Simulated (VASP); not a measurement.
## BiP: single point with r2SCAN

Crystal: BiP.

```xyz
2
Lattice="3.5738 0.0000 0.0000 0.0000 3.5738 0.0000 0.0000 0.0000 3.5738" Properties=species:S:1:pos:R:3 pbc="T T T"
Bi    0.0000    0.0000    0.0000
P     1.7869    1.7869    1.7869
```

```
Program             : VASP 6.6.1
Task                : single point
Functional          : r2SCAN
Potentials or basis : VASP PAW PBE potentials, release 64 (Bi_d, P)
Cutoff              : 520 eV
k mesh              : 10 × 10 × 10
Occupations         : tetrahedron
Spin                : no spin polarisation
```

| Item | Value |
| --- | --- |
| Pressure | 0.8 GPa |
| Band gap on the k mesh | zero (bands 10 and 11 overlap by 3.31 eV) |

Levels at points of the mesh, in eV from the Fermi level:
| k point | band 6 | band 7 | band 8 | band 9 | band 10 | band 11 | band 12 | band 13 | band 14 | band 15 |
| --- | --- | --- | --- | --- | --- | --- | --- | --- | --- | --- |
| (0.00, 0.00, 0.00) | -14.69 | -6.75 | -2.01 | -2.01 | -2.01 | 4.33 | 4.33 | 6.36 | 6.36 | 6.36 |
| (0.50, 0.00, 0.00) | -12.23 | -11.18 | -0.11 | 0.10 | 0.27 | 0.27 | 1.93 | 1.93 | 5.90 | 8.23 |
| (0.50, 0.50, 0.00) | -10.70 | -9.58 | -5.86 | -5.86 | 0.73 | 3.82 | 4.38 | 4.38 | 7.34 | 8.45 |
| (0.50, 0.50, 0.50) | -9.46 | -8.87 | -2.67 | -2.67 | -2.67 | -2.57 | -2.57 | -2.57 | 16.25 | 16.25 |

Run time: 57 s on 1 thread of Intel(R) Xeon(R) 6975P-C (Granite Rapids), on a shared host, peak memory 0.18 GiB.

Caveat: the PAW data sets were made with another functional, which shifts forces and pressure a little; spin-orbit coupling is left out, which moves the levels of the heavy elements.
